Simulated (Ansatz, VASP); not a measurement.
One calculation of Pd, two programs

```xyz
2
Lattice="2.7566 0.0000 0.0000 -1.3783 2.3873 0.0000 0.0000 0.0000 4.6276" Properties=species:S:1:pos:R:3 pbc="T T T"
Pd    0.0000    1.5916    1.1569
Pd    1.3783    0.7958    3.4707
```

Alike in both runs: task single point; functional RPBE; k mesh 15 × 15 × 8; occupations fermi-dirac, width 0.05 eV; collinear spin.

```csv
,VASP,Ansatz
version,VASP 6.6.1,Ansatz 0.2.0
potentials or method,"VASP PAW PBE potentials, release 64 (Pd), cutoff 520 eV","plane waves (420 eV) with PAW, scalar-relativistic"
valence electrons in the cell,20,36
```

VASP gave:

- pressure (GPa): 6.5
- traceless stress, the component that is largest in VASP (GPa): -1.06
- net moment per atom (μB): 0.33
- size of the moment on the site where the two differ most (μB): 0.33

Which values does Ansatz return?

Pressure (GPa): 6.8; traceless stress, the component that is largest in VASP (GPa): -1.01; net moment per atom (μB): 0.32; size of the moment on the site where the two differ most (μB): 0.33.

VASP's potentials were made for PBE, not for RPBE. Site moments also hang on the region over which each program counts them. VASP's potentials hold 20 valence electrons a cell and Ansatz's 36, so a difference there can come from the potentials and not from the codes.
